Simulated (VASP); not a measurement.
# Nb (P6_3/mmc) in VASP: further runs, part 2 of 2

VASP 6.6.1. The steps go on from the part before.

### 3 Single point, r2SCAN (18.55 Å³/atom)

This run uses another cell than the first one, of 18.55 Å³/atom.

POSCAR reads:

```
Nb
1.0
    2.8585562217      0.0000000000      0.0000000000
   -1.4292781108      2.4755823061      0.0000000000
    0.0000000000      0.0000000000      5.2427076229
Nb
2
Direct
    0.3333333333      0.6666666667      0.7500000000
    0.6666666667      0.3333333333      0.2500000000
```

INCAR.step1 reads:

```
ALGO = Normal
EDIFF = 1E-4
ENCUT = 520
GGA = PE
ISMEAR = 0
LASPH = T
LCHARG = F
LREAL = F
LWAVE = T
NBANDS = 20
NELM = 60
PREC = Accurate
SIGMA = 0.05
```

INCAR.step2 reads:

```
ALGO = Normal
EDIFF = 1E-6
ENCUT = 520
ISIF = 2
ISMEAR = 0
ISTART = 1
LASPH = T
LCHARG = F
LMIXTAU = T
LREAL = F
LWAVE = F
METAGGA = R2SCAN
NBANDS = 20
NELM = 60
PREC = Accurate
SIGMA = 0.05
```

KPOINTS reads:

```
k-points
0
Gamma
  16 16 8
```

Potentials or basis: VASP PAW PBE potentials, release 64 (Nb_sv).

The run is started by

```bash
> cat potpaw_PBE.64/Nb_sv/POTCAR > POTCAR
> cp INCAR.step1 INCAR
> mpirun -np 1 vasp_std > vasp.out
> cp INCAR.step2 INCAR
> mpirun -np 1 vasp_std > vasp.out
```

OUTCAR:

```text
EDIFF = 1E-6
   ENCUT = 520
   ISIF = 2
   ISMEAR = 0
   ISTART = 1
   LASPH = T
   LREAL = F
   METAGGA = R2SCAN
   NELM = 60
   PREC = Accurate

 ion  position               nearest neighbor table
   1  0.333  0.667  0.750-
   2  0.667  0.333  0.250-

  LATTYP: Found a hexagonal cell.
 ALAT       =     2.8585562217
 C/A-ratio  =     1.8340404093

  Lattice vectors:

 A1 = (   2.8585562217,   0.0000000000,   0.0000000000)
 A2 = (  -1.4292781108,   2.4755823061,   0.0000000000)
 A3 = (   0.0000000000,   0.0000000000,   5.2427076229)

Analysis of symmetry for initial positions (statically):
=====================================================================
 Subroutine PRICEL returns:
 Original cell was already a primitive cell.

 Routine SETGRP: Setting up the symmetry group for a
 hexagonal supercell.

 Subroutine GETGRP returns: Found 24 space group operations
 (whereof 12 operations were pure point group operations)
 out of a pool of 24 trial point group operations.

The static configuration has the point symmetry D_3d.
 The point group associated with its full space group is D_6h.

Analysis of symmetry for dynamics (positions and initial velocities):
=====================================================================
 Subroutine PRICEL returns:
 Original cell was already a primitive cell.

 Routine SETGRP: Setting up the symmetry group for a
 hexagonal supercell.

 Subroutine GETGRP returns: Found 24 space group operations
 (whereof 12 operations were pure point group operations)
 out of a pool of 24 trial point group operations.

The dynamic configuration has the point symmetry D_3d.
 The point group associated with its full space group is D_6h.

 Subroutine INISYM returns: Found 24 space group operations
 (whereof 12 operations are pure point group operations),
 and found     1 'primitive' translations

----------------------------------------------------------------------------------------

                                     Primitive cell

  volume of cell :      37.1005

  direct lattice vectors                    reciprocal lattice vectors
     2.858556222  0.000000000  0.000000000     0.349826948  0.201972683  0.000000000
    -1.429278111  2.475582306  0.000000000     0.000000000  0.403945366  0.000000000
     0.000000000  0.000000000  5.242707623     0.000000000  0.000000000  0.190741135

  length of vectors
     2.858556222  2.858556222  5.242707623     0.403945366  0.403945366  0.190741135

  position of ions in fractional coordinates (direct lattice)
     0.333333333  0.666666667  0.750000000
     0.666666667  0.333333333  0.250000000

  ion indices of the primitive-cell ions
   primitive index   ion index
                 1           1
                 2           2

----------------------------------------------------------------------------------------

 KPOINTS: k-points

Automatic generation of k-mesh.
 Grid dimensions read from file:
 generate k-points for:   16   16    8

 Generating k-lattice:

  Cartesian coordinates                     Fractional coordinates (reciprocal lattice)
     0.021864184  0.012623293  0.000000000     0.062500000 -0.000000000  0.000000000
     0.000000000  0.025246585  0.000000000     0.000000000  0.062500000  0.000000000
     0.000000000  0.000000000  0.023842642     0.000000000  0.000000000  0.125000000

  Length of vectors
     0.025246585  0.025246585  0.023842642

  Shift w.r.t. Gamma in fractional coordinates (k-lattice)
     0.000000000  0.000000000  0.000000000

 Subroutine IBZKPT returns following result:
 ===========================================

 Found    150 irreducible k-points:

 Following reciprocal coordinates:
            Coordinates               Weight
  0.000000  0.000000  0.000000      1.000000
  0.062500 -0.000000  0.000000      6.000000
  0.125000 -0.000000  0.000000      6.000000
  0.187500  0.000000  0.000000      6.000000
  0.250000 -0.000000  0.000000      6.000000
  0.312500  0.000000  0.000000      6.000000
[... 16 lines left out ...]
  0.187500  0.187500  0.000000      6.000000
  0.250000  0.187500  0.000000     12.000000
 [... further k-points ...]
   k-points           NKPTS =    150   k-points in BZ     NKDIM =    150   number of bands    NBANDS=     20
   number of dos      NEDOS =    301   number of ions     NIONS =      2
   total plane-waves  NPLWV =  23040
   dimension x,y,z NGX =    24 NGY =   24 NGZ =   40
   dimension x,y,z NGXF=    48 NGYF=   48 NGZF=   80
   ions per type =               2
   NGX,Y,Z   is equivalent  to a cutoff of  13.96, 13.96, 12.68 a.u.
   NGXF,Y,Z  is equivalent  to a cutoff of  27.92, 27.92, 25.37 a.u.
 SYSTEM =  unknown system
   PREC   = accura    normal or accurate (medium, high low for compatibility)
   ISTART =      1    job   : 0-new  1-cont  2-samecut
   ICHARG =      0    charge: 1-file 2-atom 10-const
   ISPIN  =      1    spin polarized calculation?
   LNONCOLLINEAR =      F non collinear calculations
   LSORBIT =      F    spin-orbit coupling
   LASPH  =      T    aspherical Exc in radial PAW
   ENCUT  =  520.0 eV  38.22 Ry    6.18 a.u.   5.32  5.32  9.75*2*pi/ulx,y,z
   NELM   =     60;   NELMIN=  2; NELMDL=  0     # of ELM steps
   EDIFF  = 0.1E-05   stopping-criterion for ELM
   LREAL  =      F    real-space projection
   EDIFFG = 0.1E-04   stopping-criterion for IOM
   NSW    =      0    number of steps for IOM
   IBRION =     -1    ionic relax: 0-MD 1-quasi-New 2-CG
   NFREE  =      0    steps in history (QN), initial steepest desc. (CG)
   ISIF   =      2    stress and relaxation
   ISYM   =      2    0-nonsym 1-usesym 2-fastsym
   POTIM  = 0.5000    time-step for ionic-motion
   TEBEG  =    0.0;   TEEND  =   0.0 temperature during run
   PSTRESS=    0.0 pullay stress
   NELECT =      26.0000    total number of electrons
   NUPDOWN=      -1.0000    fix difference up-down
   EMIN   =  10.00;   EMAX   =-10.00  energy-range for DOS
   EFERMI =   0.00;   METHOD = LEGACY
   ISMEAR =     0;   SIGMA  =   0.05  broadening in eV -4-tet -1-fermi 0-gaus
   EFERMI_NEDOS =   21; number of points for ismear=-14 and -15
   IALGO  =     38    algorithm
   IMIX   =      4    mixing-type and parameters
     AMIX     =   0.40;   BMIX     =  1.00
     AMIX_MAG =   1.60;   BMIX_MAG =  1.00
  volume/ion in A,a.u.               =      18.55       125.18
  Fermi-wavevector in a.u.,A,eV,Ry     =   1.454139  2.747925 28.769809  2.114521
  Thomas-Fermi vector in A             =   2.571325
   LORBIT       =      0    0 simple, 1 ext, 2 COOP (PROOUT), +10 PAW based schemes
   METAGGA = R2SCAN    functional components
   LHFCALC =     F    Hartree Fock is set to
   AEXX    =    0.0000 exact exchange contribution
   IVDW    =     0    specifies the selected vdW correction
   LEPSILON=     F    determine dielectric tensor
   LRPA    =     F    only Hartree local field effects (RPA)
 non-spin polarized calculation
 Gauss-broadening in eV      SIGMA  =   0.05
  energy-cutoff  :      520.00
  volume of cell :       37.10
 maximum number of plane-waves:      1012
 NGX is ok and might be reduce to    24
   NGX = 11   NGY = 11   NGZ = 19

 number of electron      26.0000000 magnetization

 Free energy of the ion-electron system (eV)
  ---------------------------------------------------
  ext. energy  EPLUGINS =         0.00000000
  ---------------------------------------------------
  free energy    TOTEN  =       -49.06788484 eV

  energy without entropy =      -49.06436847  energy(sigma->0) =      -49.06612666

 E-fermi :  11.1247     XC(G=0): -13.4289

 val. band max:       11.1243408327   @ k =   0.0625  -0.0000   0.0000
 cond. band min:      11.1271098912   @ k =   0.0625   0.0625   0.1250
 fundamental gap:      0.0027690585
 Fermi energy:        11.1246754116

 k-point     1 :       0.0000    0.0000    0.0000
  band No.  band energies     occupation
      1     -45.4417      2.00000
      2     -45.3046      2.00000
      3     -21.2390      2.00000
      4     -20.2439      2.00000
      5     -19.9994      2.00000
      6     -19.9994      2.00000
[... 12 lines left out ...]
     19      15.7236      0.00000
     20      15.7236      0.00000
[... 507 lines left out ...]
 k-point    24 :       0.2500    0.1875    0.0000
  band No.  band energies     occupation
      1     -45.2017      2.00000
      2     -45.1383      2.00000
      3     -21.0861      2.00000
      4     -21.0269      2.00000
      5     -20.7733      2.00000
      6     -20.4697      2.00000
[... 12 lines left out ...]
     19      17.2077      0.00000
     20      20.9795      0.00000

 [... further k-points ...]

------------------------ aborting loop because EDIFF is reached ----------------------------------------

  FORCE on cell =-STRESS in cart. coord.  units (eV):
  Direction    XX          YY          ZZ          XY          YZ          ZX
  --------------------------------------------------------------------------------------
  -------------------------------------------------------------------------------------
  Total       -0.0418771     -0.0418771     -0.0583816     -0.0000000      0.0000000     -0.0000000
  in kB       -1.8084521     -1.8084521     -2.5211968     -0.0000000      0.0000000     -0.0000000
  external PRESSURE =      -2.0460337 kB  Pullay stress =       0.0000000 kB

 VOLUME and BASIS-vectors are now :
 -----------------------------------------------------------------------------
  energy-cutoff  :      520.00
  volume of cell :       37.10
      direct lattice vectors                 reciprocal lattice vectors
     2.858556222  0.000000000  0.000000000     0.349826948  0.201972683  0.000000000
    -1.429278111  2.475582306  0.000000000     0.000000000  0.403945366  0.000000000
     0.000000000  0.000000000  5.242707623     0.000000000  0.000000000  0.190741135

 POSITION                                       TOTAL-FORCE (eV/Angst)
 -----------------------------------------------------------------------------------
     -0.00000      1.65039      3.93203        -0.000000     -0.000000      0.000000
      1.42928      0.82519      1.31068         0.000000      0.000000      0.000000
 -----------------------------------------------------------------------------------
    total drift:                               -0.000000      0.000000     -0.000000

  FREE ENERGIE OF THE ION-ELECTRON SYSTEM (eV)
  ---------------------------------------------------
  free  energy   TOTEN  =       -49.0678848435 eV

  energy  without entropy=      -49.0643684673  energy(sigma->0) =      -49.06612666
```

OUTCAR.step1:

```text
EDIFF = 1E-4
   ENCUT = 520
   GGA = PE
   ISMEAR = 0
   LASPH = T
[... 776 lines left out ...]
 -----------------------------------------------------------------------------------
     -0.00000      1.65039      3.93203        -0.000000     -0.000000      0.000000
      1.42928      0.82519      1.31068         0.000000      0.000000      0.000000
 -----------------------------------------------------------------------------------
    total drift:                               -0.000000      0.000000     -0.000000

  FREE ENERGIE OF THE ION-ELECTRON SYSTEM (eV)
  ---------------------------------------------------
  free  energy   TOTEN  =       -19.8450559233 eV

  energy  without entropy=      -19.8414601762  energy(sigma->0) =      -19.84325805
```

Run time: 2 min. Hardware: 1 thread of Intel Xeon 6975P-C (Granite Rapids), shared host; peak memory 0.22 GiB.

What came out:

| Item | Value |
| --- | --- |
| Free energy | -49.0679 eV |
| Pressure | -0.2 GPa |
| Band gap on the k mesh | zero (bands 13 and 14 overlap by 2.90 eV) |

Levels at points of the mesh, in eV from the Fermi level:
```
           k point  band 11  band 12  band 13  band 14  band 15  band 16
(0.00, 0.00, 0.00)    -1.08     0.25     0.39     0.39     0.85     0.85
(0.50, 0.00, 0.00)    -3.42    -0.53     0.20     0.37     0.92     4.76
(0.00, 0.00, 0.50)    -1.40    -1.40     0.46     0.46     0.46     0.46
(0.50, 0.00, 0.50)    -2.52    -2.52     2.10     2.10     2.45     2.45
```

Caveat: the PAW data sets were made with another functional, which shifts forces and pressure a little.

### 4 Single point, r2SCAN

POSCAR reads:

```
Nb
1.0
    2.8694162128      0.0000000000      0.0000000000
   -1.4347081064      2.4849873343      0.0000000000
    0.0000000000      0.0000000000      5.2626252855
Nb
2
Direct
    0.3333333333      0.6666666667      0.7500000000
    0.6666666667      0.3333333333      0.2500000000
```

INCAR.step1 reads:

```
  PREC = Accurate
  ENCUT = 520
  ISMEAR = 0
  SIGMA = 0.05
  LREAL = False
  LASPH = True
  NELM = 60
  NBANDS = 20
  GGA = PE
  ALGO = Normal
  EDIFF = 1E-4
  LWAVE = True
  LCHARG = False
```

INCAR.step2 reads:

```
  PREC = Accurate
  ENCUT = 520
  EDIFF = 1E-6
  ISMEAR = 0
  SIGMA = 0.05
  LREAL = False
  LASPH = True
  NELM = 60
  ALGO = Normal
  ISIF = 2
  LWAVE = False
  LCHARG = False
  METAGGA = R2SCAN
  LMIXTAU = True
  NBANDS = 20
  ISTART = 1
```

KPOINTS reads:

```
Automatic mesh
0
Gamma
  16 16 8
```

Potentials or basis: VASP PAW PBE potentials, release 64 (Nb_sv).

The run is started by

```bash
> cat potpaw_PBE.64/Nb_sv/POTCAR > POTCAR
> cp INCAR.step1 INCAR
> mpirun -np 1 vasp_std > vasp.out
> cp INCAR.step2 INCAR
> mpirun -np 1 vasp_std > vasp.out
```

OUTCAR:

```text
PREC = Accurate
   ENCUT = 520
   EDIFF = 1E-6
   ISMEAR = 0
   LREAL = False
   LASPH = True
   NELM = 60
   ISIF = 2
   METAGGA = R2SCAN
   ISTART = 1

 ion  position               nearest neighbor table
   1  0.333  0.667  0.750-
   2  0.667  0.333  0.250-

  LATTYP: Found a hexagonal cell.
 ALAT       =     2.8694162128
 C/A-ratio  =     1.8340404093

  Lattice vectors:

 A1 = (   2.8694162128,   0.0000000000,   0.0000000000)
 A2 = (  -1.4347081064,   2.4849873343,   0.0000000000)
 A3 = (   0.0000000000,   0.0000000000,   5.2626252855)

Analysis of symmetry for initial positions (statically):
=====================================================================
 Subroutine PRICEL returns:
 Original cell was already a primitive cell.

 Routine SETGRP: Setting up the symmetry group for a
 hexagonal supercell.

 Subroutine GETGRP returns: Found 24 space group operations
 (whereof 12 operations were pure point group operations)
 out of a pool of 24 trial point group operations.
[... 160 lines left out ...]
  ext. energy  EPLUGINS =         0.00000000
  ---------------------------------------------------
  free energy    TOTEN  =       -49.06509814 eV

  energy without entropy =      -49.06143630  energy(sigma->0) =      -49.06326722

 E-fermi :  10.9658     XC(G=0): -13.3639

 val. band max:       10.9635515143   @ k =   0.2500   0.2500   0.1250
 cond. band min:      10.9711153593   @ k =   0.1250   0.0000   0.0000
 fundamental gap:      0.0075638450
 Fermi energy:        10.9657568049

 k-point     1 :       0.0000    0.0000    0.0000
  band No.  band energies     occupation
      1     -45.6131      2.00000
      2     -45.4825      2.00000
      3     -21.3910      2.00000
      4     -20.4331      2.00000
      5     -20.1942      2.00000
      6     -20.1942      2.00000
[... 541 lines left out ...]
     19      16.9617      0.00000
     20      20.6829      0.00000

 [... further k-points ...]

------------------------ aborting loop because EDIFF is reached ----------------------------------------

  FORCE on cell =-STRESS in cart. coord.  units (eV):
  Direction    XX          YY          ZZ          XY          YZ          ZX
  --------------------------------------------------------------------------------------
  -------------------------------------------------------------------------------------
  Total       -0.4892412     -0.4892412     -0.4535459      0.0000000      0.0000000      0.0000000
  in kB      -20.8887972    -20.8887972    -19.3647396      0.0000000      0.0000000      0.0000000
  external PRESSURE =     -20.3807780 kB  Pullay stress =       0.0000000 kB

 VOLUME and BASIS-vectors are now :
 -----------------------------------------------------------------------------
  energy-cutoff  :      520.00
  volume of cell :       37.52
      direct lattice vectors                 reciprocal lattice vectors
     2.869416213  0.000000000  0.000000000     0.348502945  0.201208269  0.000000000
    -1.434708106  2.484987334  0.000000000     0.000000000  0.402416538  0.000000000
     0.000000000  0.000000000  5.262625286     0.000000000  0.000000000  0.190019229

 POSITION                                       TOTAL-FORCE (eV/Angst)
 -----------------------------------------------------------------------------------
     -0.00000      1.65666      3.94697         0.000000      0.000000      0.000000
      1.43471      0.82833      1.31566        -0.000000     -0.000000      0.000000
 -----------------------------------------------------------------------------------
    total drift:                                0.000000     -0.000000      0.000000

  FREE ENERGIE OF THE ION-ELECTRON SYSTEM (eV)
  ---------------------------------------------------
  free  energy   TOTEN  =       -49.0650981375 eV

  energy  without entropy=      -49.0614362968  energy(sigma->0) =      -49.06326722
```

OUTCAR.step1:

```text
PREC = Accurate
   ENCUT = 520
   ISMEAR = 0
   LREAL = False
   LASPH = True
[... 777 lines left out ...]
     -0.00000      1.65666      3.94697        -0.000000     -0.000000      0.000000
      1.43471      0.82833      1.31566         0.000000      0.000000      0.000000
 -----------------------------------------------------------------------------------
    total drift:                                0.000000     -0.000000      0.000000

  FREE ENERGIE OF THE ION-ELECTRON SYSTEM (eV)
  ---------------------------------------------------
  free  energy   TOTEN  =       -19.8447797586 eV

  energy  without entropy=      -19.8411027861  energy(sigma->0) =      -19.84294127
```

Run time: 2 min. Hardware: 1 thread of Intel Xeon 6975P-C (Granite Rapids), shared host; peak memory 0.23 GiB.

What came out:

```yaml
Free_energy: -49.0651 eV
Pressure: -2.0 GPa
Band_gap_on_the_k_mesh: zero (bands 13 and 14 overlap by 2.85 eV)
```

Levels at points of the mesh, in eV from the Fermi level:
```csv
k point,band 9,band 10,band 11,band 12,band 13,band 14,band 15,band 16,band 17,band 18
"(0.00, 0.00, 0.00)",-6.57,-4.12,-1.06,0.21,0.39,0.39,0.84,0.84,2.84,2.84
"(0.50, 0.00, 0.00)",-3.80,-3.46,-3.36,-0.52,0.18,0.37,0.93,4.70,5.71,5.91
"(0.00, 0.00, 0.50)",-4.94,-4.94,-1.38,-1.38,0.46,0.46,0.46,0.46,3.92,3.92
"(0.50, 0.00, 0.50)",-3.96,-3.96,-2.48,-2.48,2.05,2.05,2.43,2.43,5.11,5.11
```

Caveat: the PAW data sets were made with another functional, which shifts forces and pressure a little.

### 5 Overview

| task | cell | cutoff (eV) | gap on the mesh (eV) | pressure (GPa) |
| --- | --- | --- | --- | --- |
| relaxation of shape and atoms at fixed volume | relaxed from a = 2.869, b = 2.869, c = 5.263 Å, angles 90.0, 90.0, 120.0°, 2 atoms | 550 | none | -2.0 |
| single point | a = 2.859, b = 2.859, c = 5.243 Å, angles 90.0, 90.0, 120.0°, 2 atoms | 520 | none | -0.2 |
| single point | a = 2.869, b = 2.869, c = 5.263 Å, angles 90.0, 90.0, 120.0°, 2 atoms | 520 | none | -2.0 |

Alike in all rows: level r2SCAN; potentials or basis VASP PAW PBE potentials, release 64 (Nb_sv); no spin polarisation; k mesh 16 × 16 × 8; smearing gaussian 0.05 eV.

Caveats: the PAW data sets were made with another functional, which shifts forces and pressure a little; the relaxation stopped at its first step, so nothing moved (at least some runs).

Total energies depend on the potentials used, so only differences within one code and one set of settings carry meaning.
